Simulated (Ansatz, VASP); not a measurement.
## Cu3N in VASP and in Ansatz

File POSCAR:

```
Cu3N
1.0
    3.7893700857      0.0000000000      0.0000000000
    0.0000000000      3.7893700857      0.0000000000
    0.0000000000      0.0000000000      3.7893700857
Cu N
3 1
Direct
    0.5000000000      0.0000000000      0.0000000000
    0.0000000000      0.5000000000      0.0000000000
    0.0000000000      0.0000000000      0.5000000000
    0.0000000000      0.0000000000      0.0000000000
```

File INCAR.step1:

```
SYSTEM = Cu3N
PREC = Accurate
ENCUT = 520
EDIFF = 1E-5
ISMEAR = 0
SIGMA = 0.01
LREAL = .False.
LASPH = .True.
NELM = 120
ALGO = Normal
ISIF = 2
LWAVE = .True.
LCHARG = .False.
GGA = PE
NBANDS = 27
GGA_COMPAT = .False.
```

The input INCAR.step2:

```
SYSTEM = Cu3N
PREC = Accurate
ENCUT = 520
EDIFF = 1E-6
ISMEAR = 0
SIGMA = 0.01
LREAL = .False.
LASPH = .True.
NELM = 120
ALGO = Normal
ISIF = 2
LWAVE = .False.
LCHARG = .False.
GGA = PE
LHFCALC = .True.
AEXX = 0.25
PRECFOCK = Normal
ISTART = 1
NBANDS = 27
GGA_COMPAT = .False.
```

Contents of KPOINTS:

```
Automatic mesh
0
Gamma
  4 4 4
  0 0 0
```

Input for Ansatz:

```yaml
crystal:
  lattice:
    - [3.7893700857, 0.0, 0.0]
    - [0.0, 3.7893700857, 0.0]
    - [0.0, 0.0, 3.7893700857]
  atoms:
    - { symbol: Cu, position: [0.5, 0.0, 0.0] }
    - { symbol: Cu, position: [0.0, 0.5, 0.0] }
    - { symbol: Cu, position: [0.0, 0.0, 0.5] }
    - { symbol: "N", position: [0.0, 0.0, 0.0] }
kpoints:
  mp_grid: { grid: [4, 4, 4] }
  band_path:
    path:
      - [0.0, 0.0, 0.0]
      - [0.0, 0.5, 0.0]
      - [0.5, 0.5, 0.0]
      - [0.5, 0.5, 0.5]
      - [0.0, 0.5, 0.5]
      - [0.5, 0.5, 0.3]
    npoints: 1
hamiltonian:
  xc: pbe0
scf:
  occupations: { method: fixed }
  n_extra_bands: 5
output:
  forces: true
  stress: true
  eigenvalues: true
```

Alike in both runs: task single point; functional PBE0; k mesh 4 × 4 × 4; no spin polarisation.

|  | VASP | Ansatz |
| --- | --- | --- |
| version | VASP 6.6.1 | Ansatz 0.2.0 |
| potentials or method | VASP PAW PBE potentials, release 64 (Cu, N) | plane waves, PAW |
| plane-wave cutoff (eV) | 520 | 420 |
| occupations | gaussian, width 0.01 eV | fixed |
| valence electrons in the cell | 38 | 62 |

|  | VASP | Ansatz | Ansatz less VASP |
| --- | --- | --- | --- |
| gap on the k mesh at the Fermi level (eV) | 1.60 | 1.54 | -0.062 |
| pressure (GPa) | 3.6 | 3.3 | -0.32 |

VASP's potentials hold 38 valence electrons a cell and Ansatz's 62, so a difference there can come from the potentials and not from the codes. Ansatz's warnings: stress exchange threshold loose, stress scf threshold loose.
